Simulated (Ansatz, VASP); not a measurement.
One calculation of Mn2Te3S, two programs

```
Mn Te S
1.0
     6.43816    0.00000    0.00000
    -3.21908    5.57561    0.00000
     0.00000    0.00000    4.36266
Mn Te S
2 3 1
Direct
  0.33333 0.66667 0.00000
  0.66667 0.33333 0.00000
  0.50000 0.00000 0.50000
  0.50000 0.50000 0.50000
  0.00000 0.50000 0.50000
  0.00000 0.00000 0.00000
```

Change from the starting cell: species swapped into the DyCo3B2 type (P6/mmm, No. 191).

Alike in both runs: functional PBE; k mesh 2 × 2 × 3; occupations gaussian, width 0.15 eV; collinear spin.

Ansatz relaxed the structure, and its values are those at the end. VASP's run is a single point on that final structure, the one shown.

|  | VASP | Ansatz |
| --- | --- | --- |
| version | VASP 6.6.1 | Ansatz 0.2.0 |
| potentials or method | VASP PAW PBE potentials, release 64 (Mn_pv, Te, S), cutoff 520 eV | scalar-relativistic, plane waves, PAW |
| valence electrons in the cell | 50 | 84 |

|  | VASP | Ansatz | Ansatz less VASP |
| --- | --- | --- | --- |
| gap on the k mesh at the Fermi level (eV) | none | none | - |
| pressure (GPa) | -0.5 | -0.2 | +0.31 |
| net moment per atom (μB) | 1.48 | 1.74 | +0.258 |
| size of the moment on the site where the two differ most (μB) | 0.09 | 1.11 | +1.029 |

The net moments are unlike, so the other rows may belong to different states. Site moments also hang on the region over which each program counts them. A gap of «none» marks a metal or a gap that the smearing closes. VASP's potentials hold 50 valence electrons a cell and Ansatz's 84, so a difference there can come from the potentials and not from the codes.

The k mesh is coarse, so the values compare programs but aren't converged. Neither program's run includes spin-orbit coupling.
